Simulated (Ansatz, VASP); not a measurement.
# ZrSc2As3 in VASP and in Ansatz

```
Zr Sc As
1.0
     6.11621    0.00000    0.00000
    -3.05810    5.29679    0.00000
     0.00000    0.00000    3.96723
Zr Sc As
1 2 3
Direct
  0.00000 0.00000 0.00000
  0.33333 0.66667 0.00000
  0.66667 0.33333 0.00000
  0.00000 0.50000 0.50000
  0.50000 0.50000 0.50000
  0.50000 0.00000 0.50000
```

Change from the starting cell: species swapped into the CeSi2Ru3 type (P6/mmm, No. 191).

Alike in both runs: functional PBE; k mesh 3 × 3 × 4; occupations gaussian, width 0.1 eV; no spin polarisation.

Ansatz relaxed the structure, and its values are those at the end. VASP's run is a single point on that final structure, the one shown.

```csv
,VASP,Ansatz
version,VASP 6.6.1,Ansatz 0.2.0
potentials or method,"VASP PAW PBE potentials, release 64 (Zr_sv, Sc_sv, As), cutoff 520 eV","scalar-relativistic, plane waves, PAW"
valence electrons in the cell,49,79
```

Ansatz gave:

```
gap on the k mesh at the Fermi level (eV) : none
pressure (GPa)                            : -0.1
```

Q: Estimate VASP's values.

A: gap on the k mesh at the Fermi level (eV): none; pressure (GPa): 0.1.

A gap of «none» marks a metal or a gap that the smearing closes. With one functional, cell and mesh, what is left measures potentials, basis and numerics. VASP's potentials hold 49 valence electrons a cell and Ansatz's 79, so a difference there can come from the potentials and not from the codes.

The k mesh is coarse, so the values compare programs but aren't converged.
